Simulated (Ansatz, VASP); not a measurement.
# Ca2W in VASP and in Ansatz

```
Ca W
1.0
     0.00000    4.18638    4.18638
     4.18638    0.00000    4.18638
     4.18638    4.18638    0.00000
Ca W
4 2
Cartesian
  5.2330 5.2330 5.2330
  5.2330 3.1398 3.1398
  3.1398 3.1398 5.2330
  3.1398 5.2330 3.1398
  0.0000 0.0000 0.0000
  2.0932 2.0932 2.0932
```

Alike in both runs: functional PBE; k mesh 8 × 8 × 8; occupations gaussian, width 0.1 eV; no spin polarisation.

Ansatz relaxed the structure, and its values are those at the end. VASP's run is a single point on that final structure, the one shown.

```csv
,VASP,Ansatz
version,VASP 6.6.1,Ansatz 0.2.0
potentials or method,"VASP PAW PBE potentials, release 64 (Ca_sv, W_sv), cutoff 520 eV","scalar-relativistic, plane waves, PAW"
valence electrons in the cell,68,68
```

```csv
,VASP,Ansatz,Ansatz less VASP
gap on the k mesh at the Fermi level (eV),none,none,-
pressure (GPa),0.1,0.0,-0.10
```

A gap of «none» marks a metal or a gap that the smearing closes. The functional is the same, so the differences come from potentials, cutoffs and numerics.

Neither program's run includes spin-orbit coupling.
